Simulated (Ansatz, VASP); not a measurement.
**One calculation of BN, two programs**

```
B N
1.0
     2.55394    0.00000    0.00000
    -1.27697    2.21178    0.00000
     0.00000    0.00000    4.22685
B N
2 2
Direct
  0.66667 0.33333 0.99972
  0.33333 0.66667 0.49972
  0.62299 0.30136 0.64893
  0.33333 0.66667 0.12528
```

Alike in both runs: task single point; functional PBE; k mesh 12 × 12 × 6; occupations gaussian, width 0.05 eV; no spin polarisation.

|  | VASP | Ansatz |
| --- | --- | --- |
| version | VASP 6.6.1 | Ansatz 0.2.0 |
| potentials or method | VASP PAW PBE potentials, release 64 (B, N), cutoff 520 eV | scalar-relativistic, plane waves, PAW |
| valence electrons in the cell | 16 | 16 |

|  | VASP | Ansatz | Ansatz less VASP |
| --- | --- | --- | --- |
| gap on the k mesh at the Fermi level (eV) | 4.01 | 4.02 | +0.016 |
| least direct gap on the mesh (eV) | 7.43 | 7.44 | +0.006 |
| pressure (GPa) | 2.8 | 2.5 | -0.24 |
| traceless stress, the component that is largest in VASP (GPa) | -1.64 | -1.53 | +0.112 |
| rms of the force components (eV/Å) | 1.445 | 1.440 | -0.0052 |

Atom by atom the forces differ by 0.006 eV/Å (rms over components).
